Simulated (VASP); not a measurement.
# Sb (P6_3/mmc) in VASP: a series of runs

The runs below take Sb through single point, with PBE.

All numbers are computed with VASP 6.6.1; they aren't measurements. Logs are shortened: lines on timing, memory, paths and dates and some standing lists are left out, and cuts for length are marked.

## (1) The cell of the first run

Symmetry: P6_3/mmc, No. 194, hexagonal system. Conventional cell: a = 2.995 Å, b = 2.995 Å, c = 4.920 Å, α = 90.00°, β = 90.00°, γ = 120.00°. Within 3.9 Å of Sb (site symmetry -6m2) lie 12 Sb at 2.99 to 3.01 Å.

This isn't the form of Sb at room conditions, which is rhombohedral.

## (2) Single point, PBE

INCAR

```
SYSTEM = Sb
  PREC = Accurate
  ENCUT = 520
  EDIFF = 1E-7
  ISMEAR = -1
  SIGMA = 0.08
  LREAL = .FALSE.
  LASPH = .TRUE.
  NELM = 80
  ALGO = Normal
  ISIF = 2
  LWAVE = .FALSE.
  LCHARG = .FALSE.
  GGA = PE
  NBANDS = 12
```

KPOINTS

```
Automatic mesh
0
G
  15 15 8
  0 0 0
```

POSCAR

```
Sb
1.0
    2.9948976351      0.0000000000      0.0000000000
   -1.4974488176      2.5936574337      0.0000000000
    0.0000000000      0.0000000000      4.9204608049
Sb
2
Direct
    0.3333333333      0.6666666667      0.2500000000
    0.6666666667      0.3333333333      0.7500000000
```

Potentials or basis: VASP PAW PBE potentials, release 64 (Sb).

Command:

```
$ cat potpaw_PBE.64/Sb/POTCAR > POTCAR
$ mpirun -np 1 vasp_std > vasp.out
```

OUTCAR:

```text
SYSTEM = Sb
   PREC = Accurate
   ENCUT = 520
   EDIFF = 1E-7
   ISMEAR = -1
   LREAL = .FALSE.
   LASPH = .TRUE.
   NELM = 80
   ISIF = 2
   GGA = PE

 ion  position               nearest neighbor table
   1  0.333  0.667  0.250-   2 3.01   2 3.01   2 3.01   2 3.01   2 3.01   2 3.01
   2  0.667  0.333  0.750-   1 3.01   1 3.01   1 3.01   1 3.01   1 3.01   1 3.01

  LATTYP: Found a hexagonal cell.
 ALAT       =     2.9948976351
 C/A-ratio  =     1.6429479082

  Lattice vectors:

 A1 = (   2.9948976351,   0.0000000000,   0.0000000000)
 A2 = (  -1.4974488176,   2.5936574337,   0.0000000000)
 A3 = (   0.0000000000,   0.0000000000,   4.9204608049)

Analysis of symmetry for initial positions (statically):
=====================================================================
 Subroutine PRICEL returns:
 Original cell was already a primitive cell.

 Routine SETGRP: Setting up the symmetry group for a
 hexagonal supercell.

 Subroutine GETGRP returns: Found 24 space group operations
 (whereof 12 operations were pure point group operations)
 out of a pool of 24 trial point group operations.

The static configuration has the point symmetry D_3d.
 The point group associated with its full space group is D_6h.

Analysis of symmetry for dynamics (positions and initial velocities):
=====================================================================
 Subroutine PRICEL returns:
 Original cell was already a primitive cell.

 Routine SETGRP: Setting up the symmetry group for a
 hexagonal supercell.

 Subroutine GETGRP returns: Found 24 space group operations
 (whereof 12 operations were pure point group operations)
 out of a pool of 24 trial point group operations.

The dynamic configuration has the point symmetry D_3d.
 The point group associated with its full space group is D_6h.

 Subroutine INISYM returns: Found 24 space group operations
 (whereof 12 operations are pure point group operations),
 and found     1 'primitive' translations

----------------------------------------------------------------------------------------

                                     Primitive cell

  volume of cell :      38.2209

  direct lattice vectors                    reciprocal lattice vectors
     2.994897635  0.000000000  0.000000000     0.333901229  0.192777964  0.000000000
    -1.497448818  2.593657434  0.000000000     0.000000000  0.385555928  0.000000000
     0.000000000  0.000000000  4.920460805     0.000000000  0.000000000  0.203232998

  length of vectors
     2.994897635  2.994897635  4.920460805     0.385555928  0.385555928  0.203232998

  position of ions in fractional coordinates (direct lattice)
     0.333333333  0.666666667  0.250000000
     0.666666667  0.333333333  0.750000000

  ion indices of the primitive-cell ions
   primitive index   ion index
                 1           1
                 2           2

----------------------------------------------------------------------------------------

 KPOINTS: Automatic mesh

Automatic generation of k-mesh.
 Grid dimensions read from file:
 generate k-points for:   15   15    8

 Generating k-lattice:

  Cartesian coordinates                     Fractional coordinates (reciprocal lattice)
     0.022260082  0.012851864  0.000000000     0.066666667  0.000000000  0.000000000
     0.000000000  0.025703729  0.000000000     0.000000000  0.066666667  0.000000000
     0.000000000  0.000000000  0.025404125     0.000000000  0.000000000  0.125000000

  Length of vectors
     0.025703729  0.025703729  0.025404125

  Shift w.r.t. Gamma in fractional coordinates (k-lattice)
     0.000000000  0.000000000  0.000000000

 Subroutine IBZKPT returns following result:
 ===========================================

 Found    135 irreducible k-points:

 Following reciprocal coordinates:
            Coordinates               Weight
  0.000000  0.000000  0.000000      1.000000
  0.066667 -0.000000  0.000000      6.000000
  0.133333 -0.000000  0.000000      6.000000
  0.200000 -0.000000  0.000000      6.000000
  0.266667 -0.000000  0.000000      6.000000
  0.333333 -0.000000  0.000000      6.000000
[... 16 lines left out ...]
  0.333333  0.200000  0.000000     12.000000
  0.400000  0.200000  0.000000      6.000000
 [... further k-points ...]
   k-points           NKPTS =    135   k-points in BZ     NKDIM =    135   number of bands    NBANDS=     12
   number of dos      NEDOS =    301   number of ions     NIONS =      2
   total plane-waves  NPLWV =  23040
   dimension x,y,z NGX =    24 NGY =   24 NGZ =   40
   dimension x,y,z NGXF=    48 NGYF=   48 NGZF=   80
   ions per type =               2
   NGX,Y,Z   is equivalent  to a cutoff of  13.32, 13.32, 13.51 a.u.
   NGXF,Y,Z  is equivalent  to a cutoff of  26.64, 26.64, 27.03 a.u.
 SYSTEM =  Sb
   PREC   = accura    normal or accurate (medium, high low for compatibility)
   ISTART =      0    job   : 0-new  1-cont  2-samecut
   ICHARG =      2    charge: 1-file 2-atom 10-const
   ISPIN  =      1    spin polarized calculation?
   LNONCOLLINEAR =      F non collinear calculations
   LSORBIT =      F    spin-orbit coupling
   LASPH  =      T    aspherical Exc in radial PAW
   ENCUT  =  520.0 eV  38.22 Ry    6.18 a.u.   5.57  5.57  9.15*2*pi/ulx,y,z
   NELM   =     80;   NELMIN=  2; NELMDL= -5     # of ELM steps
   EDIFF  = 0.1E-06   stopping-criterion for ELM
   LREAL  =      F    real-space projection
   EDIFFG = 0.1E-05   stopping-criterion for IOM
   NSW    =      0    number of steps for IOM
   IBRION =     -1    ionic relax: 0-MD 1-quasi-New 2-CG
   NFREE  =      0    steps in history (QN), initial steepest desc. (CG)
   ISIF   =      2    stress and relaxation
   ISYM   =      2    0-nonsym 1-usesym 2-fastsym
   POTIM  = 0.5000    time-step for ionic-motion
   TEBEG  =    0.0;   TEEND  =   0.0 temperature during run
   PSTRESS=    0.0 pullay stress
   NELECT =      10.0000    total number of electrons
   NUPDOWN=      -1.0000    fix difference up-down
   EMIN   =  10.00;   EMAX   =-10.00  energy-range for DOS
   EFERMI =   0.00;   METHOD = LEGACY
   ISMEAR =    -1;   SIGMA  =   0.08  broadening in eV -4-tet -1-fermi 0-gaus
   EFERMI_NEDOS =   21; number of points for ismear=-14 and -15
   IALGO  =     38    algorithm
   IMIX   =      4    mixing-type and parameters
     AMIX     =   0.40;   BMIX     =  1.00
     AMIX_MAG =   1.60;   BMIX_MAG =  1.00
  volume/ion in A,a.u.               =      19.11       128.96
  Fermi-wavevector in a.u.,A,eV,Ry     =   1.047068  1.978671 14.916754  1.096350
  Thomas-Fermi vector in A             =   2.181932
   LORBIT       =      0    0 simple, 1 ext, 2 COOP (PROOUT), +10 PAW based schemes
   GGA     = PE    functional components
   LHFCALC =     F    Hartree Fock is set to
   AEXX    =    0.0000 exact exchange contribution
   IVDW    =     0    specifies the selected vdW correction
   LEPSILON=     F    determine dielectric tensor
   LRPA    =     F    only Hartree local field effects (RPA)
 non-spin polarized calculation
  energy-cutoff  :      520.00
  volume of cell :       38.22
 maximum number of plane-waves:      1050
 NGX is ok and might be reduce to    24
   NGX = 11   NGY = 11   NGZ = 19

 number of electron      10.0000001 magnetization

 Free energy of the ion-electron system (eV)
  ---------------------------------------------------
  ext. energy  EPLUGINS =         0.00000000
  ---------------------------------------------------
  free energy    TOTEN  =        -5.92606105 eV

  energy without entropy =       -5.90371262  energy(sigma->0) =       -5.91488684

 E-fermi :  13.8671     XC(G=0): -11.8006

 val. band max:       13.8410631490   @ k =   0.2667   0.2667   0.0000
 cond. band min:      13.8705785444   @ k =   0.2667   0.1333   0.1250
 fundamental gap:      0.0295153954
 Fermi energy:        13.8670787205

 k-point     1 :       0.0000    0.0000    0.0000
  band No.  band energies     occupation
      1      -2.4076      2.00000
      2       3.5004      2.00000
      3       5.3815      2.00000
      4      19.2658      0.00000
      5      19.2658      0.00000
      6      21.5208      0.00000
      7      21.5208      0.00000
      8      21.9751      0.00000
      9      22.9225      0.00000
     10      23.1007      0.00000
     11      25.5739      0.00000
     12      25.7706      0.00000

 k-point     2 :       0.0667   -0.0000    0.0000
  band No.  band energies     occupation
      1      -2.3013      2.00000
      2       3.5988      2.00000
      3       5.4948      2.00000
      4      17.9437      0.00000
      5      18.6690      0.00000
      6      20.8666      0.00000
      7      21.9425      0.00000
      8      21.9699      0.00000
      9      23.2575      0.00000
     10      23.6600      0.00000
     11      24.9899      0.00000
     12      25.0683      0.00000

 k-point     3 :       0.1333   -0.0000    0.0000
  band No.  band energies     occupation
      1      -1.9820      2.00000
      2       3.8945      2.00000
      3       5.8329      2.00000
      4      15.6003      0.00000
      5      17.6145      0.00000
      6      19.7826      0.00000
      7      21.4459      0.00000
      8      21.6657      0.00000
      9      22.1705      0.00000
     10      23.7484      0.00000
     11      24.5721      0.00000
     12      25.3269      0.00000

 k-point     4 :       0.2000   -0.0000    0.0000
  band No.  band energies     occupation
      1      -1.4493      2.00000
      2       4.3871      2.00000
      3       6.3896      2.00000
      4      13.1638      1.99970
      5      16.5811      0.00000
      6      18.1778      0.00000
      7      19.9191      0.00000
      8      20.2315      0.00000
      9      21.5599      0.00000
     10      23.5361      0.00000
     11      24.7937      0.00000
     12      24.8102      0.00000

 k-point     5 :       0.2667   -0.0000    0.0000
  band No.  band energies     occupation
      1      -0.7032      2.00000
      2       5.0700      2.00000
      3       7.1533      2.00000
      4      10.8309      2.00000
      5      15.6886      0.00000
      6      16.1090      0.00000
      7      18.0422      0.00000
      8      19.4246      0.00000
      9      20.7619      0.00000
     10      23.2582      0.00000
     11      24.6131      0.00000
     12      24.6282      0.00000
[... 228 lines left out ...]
      1       0.4660      2.00000
      2       6.0909      2.00000
      3       8.3236      2.00000
      4       9.9146      2.00000
      5      11.0238      2.00000
      6      15.7001      0.00000
      7      16.3487      0.00000
      8      16.7749      0.00000
      9      19.3799      0.00000
     10      23.9511      0.00000
     11      24.6808      0.00000
     12      25.7339      0.00000

 k-point    22 :       0.2667    0.2000    0.0000
  band No.  band energies     occupation
      1       1.5189      2.00000
      2       6.7057      2.00000
      3       8.6045      2.00000
      4       9.3370      2.00000
      5      10.1288      2.00000
      6      13.9302      0.62480
      7      15.3820      0.00000
      8      15.5489      0.00000
      9      18.5116      0.00000
     10      23.9256      0.00000
     11      26.3471      0.00000
     12      26.6922      0.00000

 k-point    23 :       0.3333    0.2000    0.0000
  band No.  band energies     occupation
      1       2.7432      2.00000
      2       5.9294      2.00000
      3       8.6518      2.00000
      4       9.8866      2.00000
      5      10.4377      2.00000
      6      12.1348      2.00000
      7      13.9747      0.41343
      8      15.1838      0.00000
      9      18.0633      0.00000
     10      23.7276      0.00000
     11      27.7285      0.00000
     12      28.0778      0.00000

 k-point    24 :       0.4000    0.2000    0.0000
  band No.  band energies     occupation
      1       3.7346      2.00000
      2       4.8581      2.00000
      3       8.9899      2.00000
      4      10.4785      2.00000
      5      10.7612      2.00000
      6      11.1420      2.00000
      7      13.1564      1.99972
      8      15.0648      0.00000
      9      17.9248      0.00000
     10      23.6568      0.00000
     11      28.3470      0.00000
     12      28.4240      0.00000

 [... further k-points ...]

------------------------ aborting loop because EDIFF is reached ----------------------------------------

  FORCE on cell =-STRESS in cart. coord.  units (eV):
  Direction    XX          YY          ZZ          XY          YZ          ZX
  --------------------------------------------------------------------------------------
  -------------------------------------------------------------------------------------
  Total       11.7818935     11.7818935     11.7572756     -0.0000000      0.0000000      0.0000000
  in kB      493.8843906    493.8843906    492.8524341     -0.0000000      0.0000000      0.0000000
  external PRESSURE =     493.5404051 kB  Pullay stress =       0.0000000 kB

 VOLUME and BASIS-vectors are now :
 -----------------------------------------------------------------------------
  energy-cutoff  :      520.00
  volume of cell :       38.22
      direct lattice vectors                 reciprocal lattice vectors
     2.994897635  0.000000000  0.000000000     0.333901229  0.192777964  0.000000000
    -1.497448818  2.593657434  0.000000000     0.000000000  0.385555928  0.000000000
     0.000000000  0.000000000  4.920460805     0.000000000  0.000000000  0.203232998

 POSITION                                       TOTAL-FORCE (eV/Angst)
 -----------------------------------------------------------------------------------
     -0.00000      1.72910      1.23012         0.000000      0.000000      0.000000
      1.49745      0.86455      3.69035        -0.000000     -0.000000      0.000000
 -----------------------------------------------------------------------------------
    total drift:                               -0.000000      0.000000      0.000000

  FREE ENERGIE OF THE ION-ELECTRON SYSTEM (eV)
  ---------------------------------------------------
  free  energy   TOTEN  =        -5.9260610504 eV

  energy  without entropy=       -5.9037126238  energy(sigma->0) =       -5.91488684
```

Wall time 57 s (1 thread of Intel Xeon 8259CL, shared host); peak memory 0.19 GiB.

What came out:

```
Free energy            : -5.9261 eV
Pressure               : 49.4 GPa
Band gap on the k mesh : zero (bands 5 and 6 overlap by 11.63 eV)
```

Stress tensor (GPa, compression positive):
```
49.39  0.00  0.00
 0.00 49.39  0.00
 0.00  0.00 49.29
```

Levels at points of the mesh, in eV from the Fermi level:
```tsv
k point	band 2	band 3	band 4	band 5	band 6	band 7	band 8	band 9
(0.00, 0.00, 0.00)	-10.37	-8.49	5.40	5.40	7.65	7.65	8.11	9.06
(0.00, 0.00, 0.50)	-14.61	-0.96	-0.96	6.66	6.66	6.66	6.66	9.42
```

Caveat: the cell stands under pressure; spin-orbit coupling is left out, which moves the levels of the heavy elements.

## (3) Single point, PBE

INCAR

```
SYSTEM = Sb
PREC = Accurate
ENCUT = 520
EDIFF = 1E-7
ISMEAR = -1
SIGMA = 0.08
LREAL = .False.
LASPH = .True.
NELM = 60
ALGO = Normal
ISIF = 2
LWAVE = .False.
LCHARG = .False.
GGA = PE
NBANDS = 12
```

KPOINTS

```
Automatic mesh
0
Gamma
  15 15 8
  0 0 0
```

POSCAR

```
Sb
1.0
    2.9949906882      0.0000000000      0.0000000000
   -1.4974953441      2.5937380201      0.0000000000
    0.0000000000      0.0000000000      4.9199145719
Sb
2
Direct
    0.3333333333      0.6666666667      0.2500000000
    0.6666666667      0.3333333333      0.7500000000
```

Potentials or basis: VASP PAW PBE potentials, release 64 (Sb).

Command:

```
$ cat potpaw_PBE.64/Sb/POTCAR > POTCAR
$ mpirun -np 1 vasp_std > vasp.out
```

Run time: 45 s. Hardware: 1 thread of Intel Xeon 8259CL, shared host; peak memory 0.19 GiB.

Results (log left out):

| Property | Result |
| --- | --- |
| Free energy | -5.9255 eV |
| Pressure | 49.4 GPa |
| Band gap on the k mesh | zero (bands 5 and 6 overlap by 11.63 eV) |

Levels at points of the mesh, in eV from the Fermi level:
| k point | band 3 | band 4 | band 5 | band 6 | band 7 | band 8 |
| --- | --- | --- | --- | --- | --- | --- |
| (0.00, 0.00, 0.00) | -8.49 | 5.40 | 5.40 | 7.65 | 7.65 | 8.11 |
| (0.00, 0.00, 0.50) | -0.96 | -0.96 | 6.66 | 6.66 | 6.66 | 6.66 |

Caveat: the cell stands under pressure; spin-orbit coupling is left out, which moves the levels of the heavy elements.
